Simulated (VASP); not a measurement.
# WSe2 in VASP: further runs

Runs on WSe2. Level: PBE+D3(BJ). Tasks: single point.

All numbers are computed with VASP 6.6.1; they aren't measurements. Logs are shortened: lines on timing, memory, paths and dates and some standing lists are left out, and cuts for length are marked.

## (1) The cell of the first run

The cell holds a slab with vacuum, 3 atoms: a = 3.417 Å, b = 3.417 Å, c = 32.737 Å, α = 90.00°, β = 90.00°, γ = 120.00°.

## (2) Single point, PBE+D3(BJ)

File INCAR:

```
  PREC = Accurate
  ENCUT = 520
  EDIFF = 1E-6
  ISMEAR = 0
  SIGMA = 0.02
  LREAL = False
  LASPH = True
  NELM = 60
  ALGO = Normal
  ISIF = 2
  LWAVE = False
  LCHARG = False
  LDIPOL = True
  IDIPOL = 3
  DIPOL = 0.5 0.5 0.500
  GGA = PE
  IVDW = 12
  NBANDS = 20
```

File KPOINTS:

```
regular mesh
0
Gamma
  9 9 1
```

File POSCAR:

```
WSe2
1.0
    3.4170000000      0.0000000000      0.0000000000
   -1.7085000000      2.9592088047      0.0000000000
    0.0000000000      0.0000000000     32.7373831004
Se W
2 1
Direct
    0.3333333333      0.6666666667      0.4485450625
    0.3333333333      0.6666666667      0.5514549375
    0.6666666667      0.3333333333      0.5000000000
```

Potentials or basis: VASP PAW PBE potentials, release 64 (Se, W_sv).

The run is started by

```
> cat potpaw_PBE.64/Se/POTCAR potpaw_PBE.64/W_sv/POTCAR > POTCAR
> mpirun -np 1 vasp_std > vasp.out
```

OUTCAR:

```text
PREC = Accurate
   ENCUT = 520
   EDIFF = 1E-6
   ISMEAR = 0
   LREAL = False
   LASPH = True
   NELM = 60
   ISIF = 2
   GGA = PE
   IVDW = 12
 IVDW          = 12

 ion  position               nearest neighbor table
   1  0.333  0.667  0.449-   3 2.59   3 2.59   3 2.59
   2  0.333  0.667  0.551-   3 2.59   3 2.59   3 2.59
   3  0.667  0.333  0.500-   1 2.59   2 2.59   1 2.59   2 2.59   1 2.59   2 2.59

  LATTYP: Found a hexagonal cell.
 ALAT       =     3.4170000000
 C/A-ratio  =     9.5807383964

  Lattice vectors:

 A1 = (   3.4170000000,   0.0000000000,   0.0000000000)
 A2 = (  -1.7085000000,   2.9592088047,   0.0000000000)
 A3 = (   0.0000000000,   0.0000000000,  32.7373831004)

Analysis of symmetry for initial positions (statically):
=====================================================================
 Subroutine PRICEL returns:
 Original cell was already a primitive cell.

 Routine SETGRP: Setting up the symmetry group for a
 hexagonal supercell.

 Subroutine GETGRP returns: Found 12 space group operations
 (whereof 12 operations were pure point group operations)
 out of a pool of 24 trial point group operations.

The static configuration has the point symmetry D_3h.

Analysis of symmetry for dynamics (positions and initial velocities):
=====================================================================
 Subroutine PRICEL returns:
 Original cell was already a primitive cell.

 Routine SETGRP: Setting up the symmetry group for a
 hexagonal supercell.

 Subroutine GETGRP returns: Found 12 space group operations
 (whereof 12 operations were pure point group operations)
 out of a pool of 24 trial point group operations.

The dynamic configuration has the point symmetry D_3h.

 Subroutine INISYM returns: Found 12 space group operations
 (whereof 12 operations are pure point group operations),
 and found     1 'primitive' translations

----------------------------------------------------------------------------------------

                                     Primitive cell

  volume of cell :     331.0279

  direct lattice vectors                    reciprocal lattice vectors
     3.417000000  0.000000000  0.000000000     0.292654375  0.168964082  0.000000000
    -1.708500000  2.959208805  0.000000000     0.000000000  0.337928165  0.000000000
     0.000000000  0.000000000 32.737383100     0.000000000  0.000000000  0.030546119

  length of vectors
     3.417000000  3.417000000 32.737383100     0.337928165  0.337928165  0.030546119

  position of ions in fractional coordinates (direct lattice)
     0.333333333  0.666666667  0.448545063
     0.333333333  0.666666667  0.551454937
     0.666666667  0.333333333  0.500000000

  ion indices of the primitive-cell ions
   primitive index   ion index
                 1           1
                 2           2
                 3           3

----------------------------------------------------------------------------------------

 KPOINTS: regular mesh

Automatic generation of k-mesh.
 Grid dimensions read from file:
 generate k-points for:    9    9    1

 Generating k-lattice:

  Cartesian coordinates                     Fractional coordinates (reciprocal lattice)
     0.032517153  0.018773787  0.000000000     0.111111111  0.000000000  0.000000000
     0.000000000  0.037547574  0.000000000     0.000000000  0.111111111  0.000000000
     0.000000000  0.000000000  0.030546119     0.000000000  0.000000000  1.000000000

  Length of vectors
     0.037547574  0.037547574  0.030546119

  Shift w.r.t. Gamma in fractional coordinates (k-lattice)
     0.000000000  0.000000000  0.000000000

 Subroutine IBZKPT returns following result:
 ===========================================

 Found     12 irreducible k-points:

 Following reciprocal coordinates:
            Coordinates               Weight
  0.000000  0.000000  0.000000      1.000000
  0.111111  0.000000  0.000000      6.000000
  0.222222 -0.000000  0.000000      6.000000
  0.333333  0.000000  0.000000      6.000000
  0.444444 -0.000000  0.000000      6.000000
  0.111111  0.111111  0.000000      6.000000
  0.222222  0.111111  0.000000     12.000000
  0.333333  0.111111  0.000000     12.000000
  0.444444  0.111111  0.000000      6.000000
  0.222222  0.222222  0.000000      6.000000
  0.333333  0.222222  0.000000     12.000000
  0.333333  0.333333  0.000000      2.000000
   k-points           NKPTS =     12   k-points in BZ     NKDIM =     12   number of bands    NBANDS=     20
   number of dos      NEDOS =    301   number of ions     NIONS =      3
   total plane-waves  NPLWV = 196000
   dimension x,y,z NGX =    28 NGY =   28 NGZ =  250
   dimension x,y,z NGXF=    56 NGYF=   56 NGZF=  500
   ions per type =               2   1
   NGX,Y,Z   is equivalent  to a cutoff of  13.62, 13.62, 12.70 a.u.
   NGXF,Y,Z  is equivalent  to a cutoff of  27.25, 27.25, 25.39 a.u.
 SYSTEM =  unknown system
   PREC   = accura    normal or accurate (medium, high low for compatibility)
   ISTART =      0    job   : 0-new  1-cont  2-samecut
   ICHARG =      2    charge: 1-file 2-atom 10-const
   ISPIN  =      1    spin polarized calculation?
   LNONCOLLINEAR =      F non collinear calculations
   LSORBIT =      F    spin-orbit coupling
   LASPH  =      T    aspherical Exc in radial PAW
   ENCUT  =  520.0 eV  38.22 Ry    6.18 a.u.   6.35  6.35 60.87*2*pi/ulx,y,z
   NELM   =     60;   NELMIN=  2; NELMDL= -5     # of ELM steps
   EDIFF  = 0.1E-05   stopping-criterion for ELM
   LREAL  =      F    real-space projection
   EDIFFG = 0.1E-04   stopping-criterion for IOM
   NSW    =      0    number of steps for IOM
   IBRION =     -1    ionic relax: 0-MD 1-quasi-New 2-CG
   NFREE  =      0    steps in history (QN), initial steepest desc. (CG)
   ISIF   =      2    stress and relaxation
   ISYM   =      2    0-nonsym 1-usesym 2-fastsym
   POTIM  = 0.5000    time-step for ionic-motion
   TEBEG  =    0.0;   TEEND  =   0.0 temperature during run
   PSTRESS=    0.0 pullay stress
   NELECT =      26.0000    total number of electrons
   NUPDOWN=      -1.0000    fix difference up-down
   EMIN   =  10.00;   EMAX   =-10.00  energy-range for DOS
   EFERMI =   0.00;   METHOD = LEGACY
   ISMEAR =     0;   SIGMA  =   0.02  broadening in eV -4-tet -1-fermi 0-gaus
   EFERMI_NEDOS =   21; number of points for ismear=-14 and -15
   IALGO  =     38    algorithm
   IMIX   =      4    mixing-type and parameters
     AMIX     =   0.40;   BMIX     =  1.00
     AMIX_MAG =   1.60;   BMIX_MAG =  1.00
  volume/ion in A,a.u.               =     110.34       744.63
  Fermi-wavevector in a.u.,A,eV,Ry     =   0.701096  1.324880  6.687756  0.491536
  Thomas-Fermi vector in A             =   1.785430
   LORBIT       =      0    0 simple, 1 ext, 2 COOP (PROOUT), +10 PAW based schemes
   GGA     = PE    functional components
   LHFCALC =     F    Hartree Fock is set to
   AEXX    =    0.0000 exact exchange contribution
   IVDW    =    12    specifies the selected vdW correction
   LEPSILON=     F    determine dielectric tensor
   LRPA    =     F    only Hartree local field effects (RPA)
 non-spin polarized calculation
 Gauss-broadening in eV      SIGMA  =   0.02
  energy-cutoff  :      520.00
  volume of cell :      331.03
 maximum number of plane-waves:      8963
 NGX is ok and might be reduce to    28
   NGX = 13   NGY = 13   NGZ =121

 dipolmoment           0.000000      0.000000      0.000000 electrons x Angstroem

 number of electron      26.0000000 magnetization

 dipolmoment           0.000000      0.000000     -0.000000 electrons x Angstroem

 Free energy of the ion-electron system (eV)
  ---------------------------------------------------
  ext. energy  EPLUGINS =         0.00000000
  ---------------------------------------------------
  free energy    TOTEN  =       -21.53500673 eV

  energy without entropy =      -21.53500673  energy(sigma->0) =      -21.53500673

 E-fermi :  -2.8113     XC(G=0):  -2.3960

 val. band max:       -3.1143595946   @ k =   0.3333   0.3333   0.0000
 cond. band min:      -1.8177763702   @ k =   0.3333   0.3333   0.0000
 fundamental gap:      1.2965832244
 Fermi energy:        -2.8112888233

 k-point     1 :       0.0000    0.0000    0.0000
  band No.  band energies     occupation
      1     -77.3345      2.00000
      2     -41.4842      2.00000
      3     -41.4485      2.00000
      4     -41.4485      2.00000
      5     -17.4253      2.00000
      6     -16.2864      2.00000
[... 12 lines left out ...]
     19       1.6892      0.00000
     20       1.9596      0.00000

 k-point     2 :       0.1111    0.0000    0.0000
  band No.  band energies     occupation
      1     -77.3338      2.00000
      2     -41.4810      2.00000
      3     -41.4660      2.00000
      4     -41.4527      2.00000
      5     -17.2706      2.00000
      6     -16.2091      2.00000
[... 12 lines left out ...]
     19       1.9160      0.00000
     20       2.2593      0.00000

 k-point     3 :       0.2222   -0.0000    0.0000
  band No.  band energies     occupation
      1     -77.3322      2.00000
      2     -41.5100      2.00000
      3     -41.4729      2.00000
      4     -41.4632      2.00000
      5     -16.8476      2.00000
      6     -15.9995      2.00000
[... 12 lines left out ...]
     19       2.5355      0.00000
     20       2.9235      0.00000

 k-point     4 :       0.3333    0.0000    0.0000
  band No.  band energies     occupation
      1     -77.3303      2.00000
      2     -41.5595      2.00000
      3     -41.4752      2.00000
      4     -41.4636      2.00000
      5     -16.2917      2.00000
      6     -15.7313      2.00000
[... 153 lines left out ...]
 k-point    11 :       0.3333    0.2222    0.0000
  band No.  band energies     occupation
      1     -77.3285      2.00000
      2     -41.5742      2.00000
      3     -41.5183      2.00000
      4     -41.4549      2.00000
      5     -15.6869      2.00000
      6     -15.4346      2.00000
[... 12 lines left out ...]
     19       3.9785      0.00000
     20       4.9248      0.00000

 k-point    12 :       0.3333    0.3333    0.0000
  band No.  band energies     occupation
      1     -77.3281      2.00000
      2     -41.5594      2.00000
      3     -41.5439      2.00000
      4     -41.4533      2.00000
      5     -15.5682      2.00000
      6     -15.3728      2.00000
[... 12 lines left out ...]
     19       3.0054      0.00000
     20       5.4154      0.00000

------------------------ aborting loop because EDIFF is reached ----------------------------------------

 vacuum level on the upper side and lower side of the slab       (xc-potential included)        -0.031        -0.031

 Edisp (eV)   -0.93248

 E8    (eV) :    -0.4432

  FORCE on cell =-STRESS in cart. coord.  units (eV):
  Direction    XX          YY          ZZ          XY          YZ          ZX
  --------------------------------------------------------------------------------------
  -------------------------------------------------------------------------------------
  Total      -3.95936    -3.95936    -2.39079     0.00000     0.00000     0.00000
  in kB     -19.16331   -19.16331   -11.57143     0.00000     0.00000     0.00000
  external pressure =      -16.63 kB  Pullay stress =        0.00 kB

 VOLUME and BASIS-vectors are now :
 -----------------------------------------------------------------------------
  energy-cutoff  :      520.00
  volume of cell :      331.03
      direct lattice vectors                 reciprocal lattice vectors
     3.417000000  0.000000000  0.000000000     0.292654375  0.168964082  0.000000000
    -1.708500000  2.959208805  0.000000000     0.000000000  0.337928165  0.000000000
     0.000000000  0.000000000 32.737383100     0.000000000  0.000000000  0.030546119

 POSITION                                       TOTAL-FORCE (eV/Angst)
 -----------------------------------------------------------------------------------
     -0.00000      1.97281     14.68419        -0.000000      0.000000      0.706159
     -0.00000      1.97281     18.05319        -0.000000      0.000000     -0.706159
      1.70850      0.98640     16.36869         0.000000     -0.000000      0.000000
 -----------------------------------------------------------------------------------
    total drift:                               -0.000000      0.000000     -0.000000

  FREE ENERGIE OF THE ION-ELECTRON SYSTEM (eV)
  ---------------------------------------------------
  free  energy   TOTEN  =       -22.4674819607 eV

  energy  without entropy=      -22.4674819607  energy(sigma->0) =      -22.46748196

 vacuum level on the upper side and lower side of the slab         2.039         2.039
```

Wall time 79 s (1 thread of Intel Xeon 6975P-C (Granite Rapids), shared host); peak memory 0.49 GiB.

What came out:

| Property | Result |
| --- | --- |
| Free energy | -22.4675 eV |
| Largest force | 0.706 eV/Å |
| Band gap on the k mesh | 1.30 eV |
| Dispersion energy per atom | -0.311 eV |

Forces in eV/Å, atoms in the order of the input:
```
Se   0.000  0.000  0.706
Se   0.000  0.000 -0.706
W    0.000  0.000  0.000
```

Caveat: spin-orbit coupling is left out, which moves the levels of the heavy elements.

(Part 1 of 2 ends here.)
